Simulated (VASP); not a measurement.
# Tl (Fd-3m) in VASP: further runs, part 2 of 2

VASP 6.6.1.

## (3) Single point, BLYP (54.82 Å³/atom)

This run uses another cell than the first one, of 54.82 Å³/atom.

INCAR

```
  PREC = Accurate
  ENCUT = 520
  EDIFF = 1E-6
  ISMEAR = -1
  SIGMA = 0.1
  LREAL = F
  LASPH = T
  NELM = 60
  ALGO = Normal
  ISIF = 2
  LWAVE = F
  LCHARG = F
  GGA = B5
  ALDAX = 1.0
  AGGAX = 1.0
  AGGAC = 1.0
  ALDAC = 0.0
  NBANDS = 20
```

KPOINTS

```
regular mesh
0
Gamma
  8 8 8
```

POSCAR

```
Tl
1.0
    0.0000000000      3.7988686335      3.7988686335
    3.7988686335      0.0000000000      3.7988686335
    3.7988686335      3.7988686335      0.0000000000
Tl
2
Direct
    0.1250000000      0.1250000000      0.1250000000
    0.8750000000      0.8750000000      0.8750000000
```

Potentials or basis: VASP PAW PBE potentials, release 64 (Tl_d).

Started as:

```sh
$ cat potpaw_PBE.64/Tl_d/POTCAR > POTCAR
$ mpirun -np 1 vasp_std > vasp.out
```

OUTCAR:

```text
PREC = Accurate
   ENCUT = 520
   EDIFF = 1E-6
   ISMEAR = -1
   LREAL = F
   LASPH = T
   NELM = 60
   ISIF = 2
   GGA = B5

 ion  position               nearest neighbor table
   1  0.125  0.125  0.125-   2 3.29   2 3.29   2 3.29   2 3.29
   2  0.875  0.875  0.875-   1 3.29   1 3.29   1 3.29   1 3.29

  LATTYP: Found a face centered cubic cell.
 ALAT       =     7.5977372670

  Lattice vectors:

 A1 = (   0.0000000000,   3.7988686335,   3.7988686335)
 A2 = (   3.7988686335,   0.0000000000,   3.7988686335)
 A3 = (   3.7988686335,   3.7988686335,   0.0000000000)

Analysis of symmetry for initial positions (statically):
=====================================================================
 Subroutine PRICEL returns:
 Original cell was already a primitive cell.

 Routine SETGRP: Setting up the symmetry group for a
 face centered cubic supercell.

 Subroutine GETGRP returns: Found 48 space group operations
 (whereof 12 operations were pure point group operations)
 out of a pool of 48 trial point group operations.

The static configuration has the point symmetry D_3d.
 The point group associated with its full space group is O_h .

Analysis of symmetry for dynamics (positions and initial velocities):
=====================================================================
 Subroutine PRICEL returns:
 Original cell was already a primitive cell.

 Routine SETGRP: Setting up the symmetry group for a
 face centered cubic supercell.

 Subroutine GETGRP returns: Found 48 space group operations
 (whereof 12 operations were pure point group operations)
 out of a pool of 48 trial point group operations.

The dynamic configuration has the point symmetry D_3d.
 The point group associated with its full space group is O_h .

 Subroutine INISYM returns: Found 48 space group operations
[... 103 lines left out ...]
   ISIF   =      2    stress and relaxation
   ISYM   =      2    0-nonsym 1-usesym 2-fastsym
   POTIM  = 0.5000    time-step for ionic-motion
   TEBEG  =    0.0;   TEEND  =   0.0 temperature during run
   PSTRESS=    0.0 pullay stress
   NELECT =      26.0000    total number of electrons
   NUPDOWN=      -1.0000    fix difference up-down
   EMIN   =  10.00;   EMAX   =-10.00  energy-range for DOS
   EFERMI =   0.00;   METHOD = LEGACY
   ISMEAR =    -1;   SIGMA  =   0.10  broadening in eV -4-tet -1-fermi 0-gaus
   EFERMI_NEDOS =   21; number of points for ismear=-14 and -15
   IALGO  =     38    algorithm
   IMIX   =      4    mixing-type and parameters
     AMIX     =   0.40;   BMIX     =  1.00
     AMIX_MAG =   1.60;   BMIX_MAG =  1.00
  volume/ion in A,a.u.               =      54.82       369.96
  Fermi-wavevector in a.u.,A,eV,Ry     =   1.013293  1.914846 13.969952  1.026763
  Thomas-Fermi vector in A             =   2.146453
   LORBIT       =      0    0 simple, 1 ext, 2 COOP (PROOUT), +10 PAW based schemes
   GGA     = B5    functional components
   LHFCALC =     F    Hartree Fock is set to
   AEXX    =    0.0000 exact exchange contribution
   IVDW    =     0    specifies the selected vdW correction
   LEPSILON=     F    determine dielectric tensor
   LRPA    =     F    only Hartree local field effects (RPA)
 non-spin polarized calculation
  energy-cutoff  :      520.00
  volume of cell :      109.65
 maximum number of plane-waves:      2996
   NGX = 19   NGY = 19   NGZ = 19

 number of electron      26.0000002 magnetization

 Free energy of the ion-electron system (eV)
  ---------------------------------------------------
  ext. energy  EPLUGINS =         0.00000000
  ---------------------------------------------------
  free energy    TOTEN  =        -3.00691572 eV

  energy without entropy =       -2.92763663  energy(sigma->0) =       -2.96727617

 E-fermi :   2.0289     XC(G=0):  -6.5814

 val. band max:        2.0272626043   @ k =  -0.2500   0.1250   0.0000
 cond. band min:       2.0540680980   @ k =   0.3750   0.1250   0.0000
 fundamental gap:      0.0268054937
 Fermi energy:         2.0289108675

 k-point     1 :       0.0000    0.0000    0.0000
  band No.  band energies     occupation
      1      -9.6680      2.00000
      2      -9.6680      2.00000
      3      -9.6680      2.00000
      4      -9.6180      2.00000
      5      -9.6180      2.00000
      6      -9.3025      2.00000
[... 541 lines left out ...]
     19       8.9657      0.00000
     20       9.8579      0.00000

 [... further k-points ...]
[... 5 lines left out ...]
  --------------------------------------------------------------------------------------
  -------------------------------------------------------------------------------------
  Total       -0.4341592     -0.4341592     -0.4341592     -0.0000000      0.0000000     -0.0000000
  in kB       -6.3440526     -6.3440526     -6.3440526     -0.0000000      0.0000000     -0.0000000
  external PRESSURE =      -6.3440526 kB  Pullay stress =       0.0000000 kB

 VOLUME and BASIS-vectors are now :
 -----------------------------------------------------------------------------
  energy-cutoff  :      520.00
  volume of cell :      109.65
      direct lattice vectors                 reciprocal lattice vectors
     0.000000000  3.798868634  3.798868634    -0.131618134  0.131618134  0.131618134
     3.798868634  0.000000000  3.798868634     0.131618134 -0.131618134  0.131618134
     3.798868634  3.798868634  0.000000000     0.131618134  0.131618134 -0.131618134

 POSITION                                       TOTAL-FORCE (eV/Angst)
 -----------------------------------------------------------------------------------
      0.94972      0.94972      0.94972         0.000000      0.000000      0.000000
      6.64802      6.64802      6.64802        -0.000000     -0.000000     -0.000000
 -----------------------------------------------------------------------------------
    total drift:                                0.000000      0.000000     -0.000000

  FREE ENERGIE OF THE ION-ELECTRON SYSTEM (eV)
  ---------------------------------------------------
  free  energy   TOTEN  =        -3.0069157184 eV

  energy  without entropy=       -2.9276366253  energy(sigma->0) =       -2.96727617
```

OSZICAR:

```text
N       E                     dE             d eps       ncg     rms          rms(c)
DAV:   1     0.124195850118E+03    0.12420E+03   -0.12917E+04  1160   0.112E+03
DAV:   2    -0.323577496973E+00   -0.12452E+03   -0.12243E+03  1264   0.242E+02
DAV:   3    -0.302843485894E+01   -0.27049E+01   -0.26873E+01  1320   0.312E+01
DAV:   4    -0.305930181445E+01   -0.30867E-01   -0.30862E-01  1288   0.325E+00
DAV:   5    -0.306031665899E+01   -0.10148E-02   -0.10148E-02  1360   0.522E-01    0.140E+00
DAV:   6    -0.301130112964E+01    0.49016E-01   -0.11491E-01  1224   0.236E+00    0.718E-01
DAV:   7    -0.300655468081E+01    0.47464E-02   -0.23995E-02  1256   0.111E+00    0.470E-01
DAV:   8    -0.300688219435E+01   -0.32751E-03   -0.11536E-03  1172   0.204E-01    0.726E-02
DAV:   9    -0.300688615066E+01   -0.39563E-05   -0.80954E-05  1348   0.642E-02    0.189E-02
DAV:  10    -0.300691500865E+01   -0.28858E-04   -0.51480E-05  1164   0.344E-02    0.244E-03
DAV:  11    -0.300691571837E+01   -0.70972E-06   -0.63324E-07  1068   0.428E-03
   1 F= -.30069157E+01 E0= -.29672762E+01  d E =-.792791E-01
```

stdout:

```text
POSCAR found type information on POSCAR Tl
 POSCAR found :  1 types and       2 ions
 scaLAPACK will be used
 -----------------------------------------------------------------------------
|                                                                             |
|                                                                             |
|     You enforced a specific xc type in the INCAR file but a different       |
|     I HOPE YOU KNOW WHAT YOU ARE DOING!                                     |
|                                                                             |
 -----------------------------------------------------------------------------

 LDA part: xc-table for (Slater(with rela. corr.)+VWN5), standard interpolation
 POSCAR, INCAR and KPOINTS ok, starting setup
 FFT: planning ... GRIDC
 FFT: planning ... GRID_SOFT
 FFT: planning ... GRID
 WAVECAR not read
 entering main loop
```

Run time: 39 s. Hardware: 1 thread of AMD EPYC 9R45 (Zen 5), shared host; peak memory 0.22 GiB.

What came out:

```
Free energy            : -3.0069 eV
Pressure               : -0.6 GPa
Band gap on the k mesh : zero (bands 13 and 14 overlap by 2.26 eV)
```

Levels at points of the mesh, in eV from the Fermi level:
```tsv
k point	band 10	band 11	band 12	band 13	band 14	band 15	band 16	band 17
(0.00, 0.00, 0.00)	-11.31	-7.98	-2.79	1.67	1.67	1.67	3.23	3.23
(0.50, 0.00, 0.00)	-11.27	-6.95	-4.89	0.30	0.75	0.75	4.16	4.16
(0.50, 0.50, 0.00)	-11.24	-5.96	-5.96	-0.23	-0.23	1.93	1.93	6.89
```

Caveat: the PAW data sets were made with another functional, which shifts forces and pressure a little; spin-orbit coupling is left out, which moves the levels of the heavy elements.

## (4) Single point, BLYP (56.85 Å³/atom)

This run uses another cell than the first one, of 56.85 Å³/atom.

INCAR

```
SYSTEM = Tl
AGGAC    = 1.0          
AGGAX    = 1.0          
ALDAC    = 0.0          
ALDAX    = 1.0          
ALGO     = Normal         ! electronic algorithm
EDIFF    = 1E-6           ! SCF threshold, eV
ENCUT    = 520            ! plane-wave cutoff, eV
GGA      = B5             ! functional
ISIF     = 2              ! what is computed and relaxed
ISMEAR   = -1             ! smearing method
LASPH    = .True.         ! aspherical terms in the spheres
LCHARG   = .False.        ! write CHGCAR
LREAL    = .False.        ! projectors in reciprocal space
LWAVE    = .False.        ! write WAVECAR
NBANDS   = 20             ! bands
NELM     = 80             ! most SCF steps
PREC     = Accurate       ! precision mode
SIGMA    = 0.1            ! smearing width, eV
```

KPOINTS

```
k-points
0
Gamma
  8 8 8
  0 0 0
```

POSCAR

```
Tl
1.0
    0.0000000000      3.8452008660      3.8452008660
    3.8452008660      0.0000000000      3.8452008660
    3.8452008660      3.8452008660      0.0000000000
Tl
2
Direct
    0.1250000000      0.1250000000      0.1250000000
    0.8750000000      0.8750000000      0.8750000000
```

Started as:

```sh
$ cat potpaw_PBE.64/Tl_d/POTCAR > POTCAR
$ mpirun -np 1 vasp_std > vasp.out
```

Run time: 39 s. Hardware: 1 thread of AMD EPYC 9R45 (Zen 5), shared host; peak memory 0.23 GiB.

It converged, with:

```yaml
Free_energy: -2.9894 eV
Pressure: -0.8 GPa
Band_gap_on_the_k_mesh: zero (bands 13 and 14 overlap by 2.15 eV)
```

Levels at points of the mesh, in eV from the Fermi level:
| k point | band 10 | band 11 | band 12 | band 13 | band 14 | band 15 | band 16 | band 17 |
| --- | --- | --- | --- | --- | --- | --- | --- | --- |
| (0.00, 0.00, 0.00) | -11.34 | -7.88 | -2.98 | 1.59 | 1.59 | 1.59 | 3.14 | 3.14 |
| (0.50, 0.00, 0.00) | -11.30 | -6.91 | -4.92 | 0.25 | 0.72 | 0.72 | 4.04 | 4.04 |
| (0.50, 0.50, 0.00) | -11.28 | -5.96 | -5.96 | -0.22 | -0.22 | 1.87 | 1.87 | 6.64 |

Caveat: the PAW data sets were made with another functional, which shifts forces and pressure a little; spin-orbit coupling is left out, which moves the levels of the heavy elements.

## (5) Summary

| cell | gap on the mesh (eV) | pressure (GPa) |
| --- | --- | --- |
| a = 5.305 Å, angles 60.0°, 2 atoms | none | -0.4 |
| a = 5.372 Å, angles 60.0°, 2 atoms | none | -0.6 |
| a = 5.438 Å, angles 60.0°, 2 atoms | none | -0.8 |

Alike in all rows: task single point; level BLYP; potentials or basis VASP PAW PBE potentials, release 64 (Tl_d); no spin polarisation; k mesh 8 × 8 × 8; cutoff (eV) 520; smearing fermi-dirac 0.1 eV.

Caveats: the PAW data sets were made with another functional, which shifts forces and pressure a little; spin-orbit coupling is left out, which moves the levels of the heavy elements.

Absolute energies hang on the potentials; compare differences alone.

The gap in the log of VASP goes by the Fermi energy; the results here count the filled bands.